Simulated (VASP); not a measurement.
Input of a VASP 6.6.1 run:

Contents of INCAR:

```
SYSTEM = MnS
PREC = Accurate
ENCUT = 520
EDIFF = 1E-7
ISMEAR = 0
SIGMA = 0.15
LREAL = .False.
LASPH = .True.
NELM = 60
ALGO = Normal
ISIF = 2
LWAVE = .False.
LCHARG = .True.
GGA = PS
LELF = .True.
LVHAR = .True.
NBANDS = 16
```

The input KPOINTS:

```
Automatic mesh
0
Gamma
  16 16 16
  0 0 0
```

POSCAR

```
MnS
1.0
    0.0000000000      2.6540935901      2.6540935901
    2.6540935901      0.0000000000      2.6540935901
    2.6540935901      2.6540935901      0.0000000000
Mn S
1 1
Direct
    0.0000000000      0.0000000000      0.0000000000
    0.7500000000      0.7500000000      0.7500000000
```

Potentials or basis: VASP PAW PBE potentials, release 64 (Mn_pv, S).

Command:

```bash
$ cat potpaw_PBE.64/Mn_pv/POTCAR potpaw_PBE.64/S/POTCAR > POTCAR
$ mpirun -np 1 vasp_std > vasp.out
```

**Question.** Predict the pressure.

**Answer.** -20.6 GPa.

**Question.** What does it give for the band gap on the k mesh?

**Answer.** Zero (an odd number of electrons rules out a gap without spin polarisation).

Caveat: the cell stands under tension; the PAW data sets were made with another functional, which shifts forces and pressure a little; an odd number of electrons without spin polarisation forces a metal; a magnetic or distorted state may lie lower; the run has no spin polarisation, though such a crystal can be magnetic; semilocal functionals often make such compounds metallic where correlation or magnetic order opens a gap, which also shifts bond lengths. With open d or f shells a metallic result of PBEsol can be an artefact of self-interaction; +U or a hybrid may open a gap.
